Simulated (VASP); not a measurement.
# SrAl2O2 (P4/mmm) in VASP: further runs

SrAl2O2 is run at these levels: PBE; tasks: single point, relaxation of cell and atoms.

Everything below comes from runs of VASP 6.6.1. Logs are shortened: lines on timing, memory, paths and dates and some standing lists are left out, and cuts for length are marked.

## (1) The cell of the first run

The structure is tetragonal, space group P4/mmm (No. 123). Conventional cell: a = 3.763 Å, b = 3.763 Å, c = 7.270 Å, α = 90.00°, β = 90.00°, γ = 90.00°. Within 3.8 Å of Sr (site symmetry 4/mmm) lie 6 O at 2.66 to 3.63 Å and 4 Sr at 3.76 Å. Al (site symmetry mmm) has 2 O at 1.88 Å within 2.5 Å. Within 2.5 Å of O (site symmetry 4/mmm) lie 4 Al at 1.88 Å. Within 3.5 Å of O (site symmetry 4/mmm) lie 4 Sr at 2.66 Å.

The cell was built from a structure type or drawn by symmetry, and may not be a known phase.

## (2) Single point, PBE

INCAR reads:

```
ALGO = Normal
EDIFF = 1E-7
ENCUT = 520
GGA = PE
ISIF = 2
ISMEAR = 0
LASPH = True
LCHARG = False
LREAL = False
LWAVE = False
NBANDS = 22
NELM = 80
PREC = Accurate
SIGMA = 0.1
```

KPOINTS reads:

```
k-points
0
Gamma
  4 4 4
```

POSCAR reads:

```
SrAl2O2
1.0
    3.7629014939      0.0000000000      0.0000000000
    0.0000000000      3.7629014939      0.0000000000
    0.0000000000      0.0000000000      7.2697113008
Sr Al O
1 2 2
Direct
    0.0000000000      0.0000000000      0.0000000000
    0.0000000000      0.5000000000      0.5000000000
    0.5000000000      0.0000000000      0.5000000000
    0.0000000000      0.0000000000      0.5000000000
    0.5000000000      0.5000000000      0.0000000000
```

Potentials or basis: VASP PAW PBE potentials, release 64 (Sr_sv, Al, O).

Command:

```bash
$ cat potpaw_PBE.64/Sr_sv/POTCAR potpaw_PBE.64/Al/POTCAR potpaw_PBE.64/O/POTCAR > POTCAR
$ mpirun -np 1 vasp_std > vasp.out
```

OUTCAR:

```text
EDIFF = 1E-7
   ENCUT = 520
   GGA = PE
   ISIF = 2
   ISMEAR = 0
   LASPH = True
   LREAL = False
   NELM = 80
   PREC = Accurate

 ion  position               nearest neighbor table
   1  0.000  0.000  0.000-   5 2.66   5 2.66   5 2.66   5 2.66   3 4.09   2 4.09   3 4.09   2 4.09
                             3 4.09   2 4.09   3 4.09   2 4.09
   2  0.000  0.500  0.500-   4 1.88   4 1.88   3 2.66   3 2.66   3 2.66   3 2.66   1 4.09   1 4.09
                             1 4.09   1 4.09
   3  0.500  0.000  0.500-   4 1.88   4 1.88   2 2.66   2 2.66   2 2.66   2 2.66   1 4.09   1 4.09
                             1 4.09   1 4.09
   4  0.000  0.000  0.500-   2 1.88   3 1.88   2 1.88   3 1.88
   5  0.500  0.500  0.000-   1 2.66   1 2.66   1 2.66   1 2.66

  LATTYP: Found a simple tetragonal cell.
 ALAT       =     3.7629014939
 C/A-ratio  =     1.9319430266

  Lattice vectors:

 A1 = (   3.7629014939,   0.0000000000,   0.0000000000)
 A2 = (   0.0000000000,   3.7629014939,   0.0000000000)
 A3 = (   0.0000000000,   0.0000000000,   7.2697113008)

Analysis of symmetry for initial positions (statically):
=====================================================================
 Subroutine PRICEL returns:
 Original cell was already a primitive cell.

 Routine SETGRP: Setting up the symmetry group for a
 simple tetragonal supercell.

 Subroutine GETGRP returns: Found 16 space group operations
 (whereof 16 operations were pure point group operations)
 out of a pool of 16 trial point group operations.

The static configuration has the point symmetry D_4h.

Analysis of symmetry for dynamics (positions and initial velocities):
=====================================================================
 Subroutine PRICEL returns:
 Original cell was already a primitive cell.

 Routine SETGRP: Setting up the symmetry group for a
 simple tetragonal supercell.

 Subroutine GETGRP returns: Found 16 space group operations
 (whereof 16 operations were pure point group operations)
 out of a pool of 16 trial point group operations.

The dynamic configuration has the point symmetry D_4h.

 Subroutine INISYM returns: Found 16 space group operations
 (whereof 16 operations are pure point group operations),
 and found     1 'primitive' translations

----------------------------------------------------------------------------------------

[... 91 lines left out ...]
   EDIFF  = 0.1E-06   stopping-criterion for ELM
   LREAL  =      F    real-space projection
   EDIFFG = 0.1E-05   stopping-criterion for IOM
   NSW    =      0    number of steps for IOM
   IBRION =     -1    ionic relax: 0-MD 1-quasi-New 2-CG
   NFREE  =      0    steps in history (QN), initial steepest desc. (CG)
   ISIF   =      2    stress and relaxation
   ISYM   =      2    0-nonsym 1-usesym 2-fastsym
   POTIM  = 0.5000    time-step for ionic-motion
   TEBEG  =    0.0;   TEEND  =   0.0 temperature during run
   PSTRESS=    0.0 pullay stress
   NELECT =      28.0000    total number of electrons
   NUPDOWN=      -1.0000    fix difference up-down
   EMIN   =  10.00;   EMAX   =-10.00  energy-range for DOS
   EFERMI =   0.00;   METHOD = LEGACY
   ISMEAR =     0;   SIGMA  =   0.10  broadening in eV -4-tet -1-fermi 0-gaus
   EFERMI_NEDOS =   21; number of points for ismear=-14 and -15
   IALGO  =     38    algorithm
   IMIX   =      4    mixing-type and parameters
     AMIX     =   0.40;   BMIX     =  1.00
     AMIX_MAG =   1.60;   BMIX_MAG =  1.00
  volume/ion in A,a.u.               =      20.59       138.93
  Fermi-wavevector in a.u.,A,eV,Ry     =   1.060734  2.004497 15.308690  1.125157
  Thomas-Fermi vector in A             =   2.196126
   LORBIT       =      0    0 simple, 1 ext, 2 COOP (PROOUT), +10 PAW based schemes
   GGA     = PE    functional components
   LHFCALC =     F    Hartree Fock is set to
   AEXX    =    0.0000 exact exchange contribution
   IVDW    =     0    specifies the selected vdW correction
   LEPSILON=     F    determine dielectric tensor
   LRPA    =     F    only Hartree local field effects (RPA)
 non-spin polarized calculation
 Gauss-broadening in eV      SIGMA  =   0.10
  energy-cutoff  :      520.00
  volume of cell :      102.93
 maximum number of plane-waves:      2794
 NGX is ok and might be reduce to    28
   NGX = 13   NGY = 13   NGZ = 27

 number of electron      27.9999986 magnetization

 Free energy of the ion-electron system (eV)
  ---------------------------------------------------
  ext. energy  EPLUGINS =         0.00000000
  ---------------------------------------------------
  free energy    TOTEN  =       -23.74142811 eV

  energy without entropy =      -23.72432753  energy(sigma->0) =      -23.73287782

 E-fermi :   3.5706     XC(G=0):  -8.7210

 val. band max:        3.5284738738   @ k =   0.5000   0.0000   0.2500
 cond. band min:       3.6611334512   @ k =   0.5000   0.2500   0.5000
 fundamental gap:      0.1326595773
 Fermi energy:         3.5705939474

 k-point     1 :       0.0000    0.0000    0.0000
  band No.  band energies     occupation
      1     -31.2197      2.00000
      2     -19.0215      2.00000
      3     -13.4920      2.00000
      4     -12.9603      2.00000
      5     -12.9603      2.00000
      6     -12.4443      2.00000
[... 439 lines left out ...]
     21       7.5631      0.00000
     22       7.5735      0.00000

------------------------ aborting loop because EDIFF is reached ----------------------------------------

  FORCE on cell =-STRESS in cart. coord.  units (eV):
  Direction    XX          YY          ZZ          XY          YZ          ZX
  --------------------------------------------------------------------------------------
  -------------------------------------------------------------------------------------
  Total        0.0455451      0.0455451      0.0140870      0.0000000     -0.0000000     -0.0000000
  in kB        0.7089077      0.7089077      0.2192639      0.0000000     -0.0000000     -0.0000000
  external PRESSURE =       0.5456931 kB  Pullay stress =       0.0000000 kB

 VOLUME and BASIS-vectors are now :
 -----------------------------------------------------------------------------
  energy-cutoff  :      520.00
  volume of cell :      102.93
      direct lattice vectors                 reciprocal lattice vectors
     3.762901494  0.000000000  0.000000000     0.265752373  0.000000000  0.000000000
     0.000000000  3.762901494  0.000000000     0.000000000  0.265752373  0.000000000
     0.000000000  0.000000000  7.269711301     0.000000000  0.000000000  0.137557044

 POSITION                                       TOTAL-FORCE (eV/Angst)
 -----------------------------------------------------------------------------------
      0.00000      0.00000      0.00000         0.000000      0.000000      0.000000
      0.00000      1.88145      3.63486         0.000000      0.000000      0.000000
      1.88145      0.00000      3.63486         0.000000      0.000000      0.000000
      0.00000      0.00000      3.63486         0.000000      0.000000      0.000000
      1.88145      1.88145      0.00000         0.000000      0.000000      0.000000
 -----------------------------------------------------------------------------------
    total drift:                                0.000000      0.000000      0.000000

  FREE ENERGIE OF THE ION-ELECTRON SYSTEM (eV)
  ---------------------------------------------------
  free  energy   TOTEN  =       -23.7414281105 eV

  energy  without entropy=      -23.7243275270  energy(sigma->0) =      -23.73287782
```

OSZICAR:

```text
N       E                     dE             d eps       ncg     rms          rms(c)
DAV:   1     0.140242219075E+03    0.14024E+03   -0.13117E+04   792   0.113E+03
DAV:   2    -0.173613417870E+02   -0.15760E+03   -0.15186E+03  1070   0.229E+02
DAV:   3    -0.290166535133E+02   -0.11655E+02   -0.11583E+02  1056   0.622E+01
DAV:   4    -0.294106546634E+02   -0.39400E+00   -0.39350E+00  1218   0.921E+00
DAV:   5    -0.294152414539E+02   -0.45868E-02   -0.45862E-02  1050   0.826E-01    0.161E+01
DAV:   6    -0.244894471867E+02    0.49258E+01   -0.37671E+01   894   0.282E+01    0.175E+01
DAV:   7    -0.239974537097E+02    0.49199E+00   -0.49254E+00   908   0.906E+00    0.780E+00
DAV:   8    -0.238872373372E+02    0.11022E+00   -0.19783E+00  1114   0.559E+00    0.521E+00
DAV:   9    -0.237376004045E+02    0.14964E+00   -0.89580E-01   918   0.364E+00    0.607E-01
DAV:  10    -0.237404636255E+02   -0.28632E-02   -0.40714E-02   942   0.998E-01    0.375E-01
DAV:  11    -0.237413137322E+02   -0.85011E-03   -0.39398E-03  1004   0.304E-01    0.157E-01
DAV:  12    -0.237414220014E+02   -0.10827E-03   -0.19849E-03  1032   0.190E-01    0.494E-02
DAV:  13    -0.237414146014E+02    0.74000E-05   -0.34113E-04   976   0.781E-02    0.191E-02
DAV:  14    -0.237414290457E+02   -0.14444E-04   -0.25965E-05   870   0.303E-02    0.883E-03
DAV:  15    -0.237414287452E+02    0.30045E-06   -0.23924E-05  1088   0.167E-02    0.574E-03
DAV:  16    -0.237414281831E+02    0.56209E-06   -0.35814E-06   986   0.571E-03    0.890E-04
DAV:  17    -0.237414281105E+02    0.72659E-07   -0.12570E-07   788   0.173E-03
   1 F= -.23741428E+02 E0= -.23732878E+02  d E =-.171006E-01
```

stdout:

```text
POSCAR found type information on POSCAR SrAlO
 POSCAR found :  3 types and       5 ions
 scaLAPACK will be used
 LDA part: xc-table for (Slater+PW92), standard interpolation
 POSCAR, INCAR and KPOINTS ok, starting setup
 FFT: planning ... GRIDC
 FFT: planning ... GRID_SOFT
 FFT: planning ... GRID
 WAVECAR not read
 entering main loop
```

It took 42 s on 1 thread of Intel Xeon 6455B, shared host; peak memory 0.21 GiB.

What came out:

```
Free energy            : -23.7414 eV
Pressure               : 0.1 GPa
Band gap on the k mesh : zero (bands 14 and 15 overlap by 1.04 eV)
```

Caveat: the k points lie up to 0.42 Å⁻¹ apart, too coarse for converged energies and pressures of a metal.

## (3) Relaxation of cell and atoms, PBE

This run uses another cell than the first one, of 17.99 Å³/atom.

INCAR reads:

```
SYSTEM = SrAl2O2
PREC     = Accurate       ! precision mode
ENCUT    = 600            ! plane-wave cutoff, eV
EDIFF    = 1E-6           ! SCF threshold, eV
ISMEAR   = 0              ! smearing method
SIGMA    = 0.1            ! smearing width, eV
LREAL    = .FALSE.        ! projectors in reciprocal space
LASPH    = .TRUE.         ! aspherical terms in the spheres
NELM     = 60             ! most SCF steps
ALGO     = Normal         ! electronic algorithm
ISIF     = 3              ! what is computed and relaxed
LWAVE    = .FALSE.        ! write WAVECAR
LCHARG   = .FALSE.        ! write CHGCAR
GGA      = PE             ! functional
IBRION   = 2              ! ionic algorithm
NSW      = 90             ! ionic steps
EDIFFG   = -0.04          ! ionic threshold
```

KPOINTS reads:

```
regular mesh
0
G
  4 4 4
  0 0 0
```

Edit POSCAR of step 2 so:

```diff
@@ -2,5 +2,5 @@
 1.0
-    3.7629014939      0.0000000000      0.0000000000
-    0.0000000000      3.7629014939      0.0000000000
-    0.0000000000      0.0000000000      7.2697113008
+    4.8918363900      0.0000000000      0.0000000000
+    0.0000000000      4.8918363900      0.0000000000
+    0.0000000000      0.0000000000      3.7593392100
 Sr Al O
```

Potentials or basis: VASP PAW PBE potentials, release 64 (Sr_sv, Al, O).

Command:

```bash
$ cat potpaw_PBE.64/Sr_sv/POTCAR potpaw_PBE.64/Al/POTCAR potpaw_PBE.64/O/POTCAR > POTCAR
$ mpirun -np 1 vasp_std > vasp.out
```

OUTCAR:

```text
SYSTEM = SrAl2O2
   PREC = Accurate
   ENCUT = 600
   EDIFF = 1E-6
   ISMEAR = 0
   LREAL = .FALSE.
   LASPH = .TRUE.
   NELM = 60
   ISIF = 3
   GGA = PE
   IBRION = 2
   NSW = 90
   EDIFFG = -0.04

 ion  position               nearest neighbor table
   1  0.000  0.000  0.000-   4 1.88   4 1.88   2 3.08   2 3.08   3 3.08   3 3.08   2 3.08   2 3.08
                             3 3.08   3 3.08   5 3.46   5 3.46   5 3.46   5 3.46
   2  0.000  0.500  0.500-   4 2.45   4 2.45   1 3.08   1 3.08   1 3.08   1 3.08
   3  0.500  0.000  0.500-   4 2.45   4 2.45   1 3.08   1 3.08   1 3.08   1 3.08
   4  0.000  0.000  0.500-   1 1.88   1 1.88   3 2.45   2 2.45   2 2.45   3 2.45
   5  0.500  0.500  0.000-   1 3.46   1 3.46   1 3.46   1 3.46

  LATTYP: Found a simple tetragonal cell.
 ALAT       =     4.8918363900
 C/A-ratio  =     0.7684924250

  Lattice vectors:

 A1 = (   4.8918363900,   0.0000000000,   0.0000000000)
 A2 = (   0.0000000000,   4.8918363900,   0.0000000000)
 A3 = (   0.0000000000,   0.0000000000,   3.7593392100)

Analysis of symmetry for initial positions (statically):
=====================================================================
 Subroutine PRICEL returns:
 Original cell was already a primitive cell.

[... 165 lines left out ...]
  ---------------------------------------------------
  ext. energy  EPLUGINS =         0.00000000
  ---------------------------------------------------
  free energy    TOTEN  =       -16.83837531 eV

  energy without entropy =      -16.81538136  energy(sigma->0) =      -16.82687833

------------------------ aborting loop because EDIFF is reached ----------------------------------------

  FORCE on cell =-STRESS in cart. coord.  units (eV):
  Direction    XX          YY          ZZ          XY          YZ          ZX
  --------------------------------------------------------------------------------------
  -------------------------------------------------------------------------------------
  Total        0.1307837      0.1307837     36.9321657      0.0000000     -0.0000000      0.0000000
  in kB        2.3292113      2.3292113    657.7486978      0.0000000     -0.0000000      0.0000000
  external PRESSURE =     220.8023735 kB  Pullay stress =       0.0000000 kB
[... 859 lines left out ...]
      5     -11.4796      2.00000
      6     -11.3192      2.00000
[... 10 lines left out ...]
     17       7.5509      0.00000
     18       9.8103      0.00000

[... ionic steps 4 to 9 ...]

--------------------------------------- Ionic step       10  -------------------------------------------

 number of electron      28.0000000 magnetization

------------------------ aborting loop because EDIFF is reached ----------------------------------------
[... 73 lines left out ...]
--------------------------------------- Ionic step       12  -------------------------------------------

 number of electron      27.9999979 magnetization

 Free energy of the ion-electron system (eV)
  ---------------------------------------------------
  ext. energy  EPLUGINS =         0.00000000
  ---------------------------------------------------
  free energy    TOTEN  =       -23.06846617 eV

  energy without entropy =      -23.04491361  energy(sigma->0) =      -23.05668989

 E-fermi :   5.0843     XC(G=0):  -9.6989

 val. band max:        4.9907516220   @ k =   0.0000   0.0000   0.2500
 cond. band min:       5.0989747220   @ k =   0.2500   0.2500   0.2500
 fundamental gap:      0.1082231000
 Fermi energy:         5.0842963855
[... 408 lines left out ...]
  FREE ENERGIE OF THE ION-ELECTRON SYSTEM (eV)
  ---------------------------------------------------
  free  energy   TOTEN  =       -23.0684661696 eV

  energy  without entropy=      -23.0449136106  energy(sigma->0) =      -23.05668989

 reached required accuracy - stopping structural energy minimisation
```

OSZICAR:

```text
N       E                     dE             d eps       ncg     rms          rms(c)
DAV:   1     0.176788429256E+03    0.17679E+03   -0.14862E+04   648   0.158E+03
[... 156 lines left out ...]
DAV:   3    -0.230760374738E+02    0.70527E-01   -0.57317E-01   704   0.375E+00    0.962E-01
DAV:   4    -0.230692671743E+02    0.67703E-02   -0.44219E-02   838   0.143E+00    0.570E-01
DAV:   5    -0.230678943512E+02    0.13728E-02   -0.98685E-03  1036   0.559E-01    0.391E-01
DAV:   6    -0.230683943711E+02   -0.50002E-03   -0.10195E-03   956   0.189E-01    0.126E-01
DAV:   7    -0.230684617490E+02   -0.67378E-04   -0.80192E-04  1100   0.163E-01    0.310E-02
DAV:   8    -0.230684653602E+02   -0.36112E-05   -0.16701E-05   704   0.294E-02    0.232E-02
DAV:   9    -0.230684661696E+02   -0.80936E-06   -0.78789E-06   704   0.188E-02
  12 F= -.23068466E+02 E0= -.23056690E+02  d E =-.673036E-01
```

Run time: 6.2 min. Hardware: 1 thread of Intel Xeon 6455B, shared host; peak memory 0.25 GiB.

What came out:

* Free energy: -23.0685 eV
* Relaxed volume: 17.03 Å³/atom
* Relaxed cell: a = 3.943 Å, b = 3.943 Å, c = 5.477 Å, α = 90.00°, β = 90.00°, γ = 90.00°
* Space group after relaxing (to 0.1 Å): P4/mmm (No. 123)
* Energy gained by relaxing: 1246.0 meV/atom
* Ionic steps: 12
* Pressure after relaxing: 0.0 GPa
* Band gap on the k mesh: zero (bands 14 and 15 overlap by 0.61 eV)

Stress tensor (GPa, compression positive):
```
 0.09  0.00  0.00
 0.00  0.09  0.00
 0.00  0.00 -0.19
```

The path:
| step | energy change (eV) | largest force (eV/Å) | pressure (GPa) | volume (Å³) |
| --- | --- | --- | --- | --- |
| 1 | 0.0000 | 0.0000 | 22.08 | 89.96 |
| 2 | -4.1121 | 0.0000 | -8.89 | 122.33 |
| 3 | -4.2623 | 0.0000 | -5.85 | 114.85 |
| 4 | -5.0170 | 0.0000 | -4.97 | 103.81 |
| 5 | -5.6680 | 0.0000 | 15.91 | 72.56 |
| 6 | -5.8923 | 0.0000 | 0.06 | 87.72 |
| 7 | -6.0338 | 0.0000 | 3.36 | 82.52 |
| 8 | -6.0391 | 0.0000 | 6.08 | 79.67 |
| 9 | -6.0915 | 0.0000 | 4.33 | 80.88 |
| 10 | -6.1628 | 0.0000 | 4.77 | 80.46 |
| 11 | -6.2144 | 0.0000 | -2.05 | 87.57 |
| 12 | -6.2301 | 0.0000 | 0.00 | 85.14 |

Final structure:
```
Sr Al O
1.0
     3.94269    0.00000    0.00000
     0.00000    3.94269    0.00000
     0.00000    0.00000    5.47719
Sr Al O
1 2 2
Direct
  0.00000 0.00000 0.00000
  0.00000 0.50000 0.50000
  0.50000 0.00000 0.50000
  0.00000 0.00000 0.50000
  0.50000 0.50000 0.00000
```

Caveat: the k points lie up to 0.40 Å⁻¹ apart in the final cell, too coarse for converged energies and pressures of a metal; a cell axis changed by over 15 % at a fixed basis, so the end point is rough.
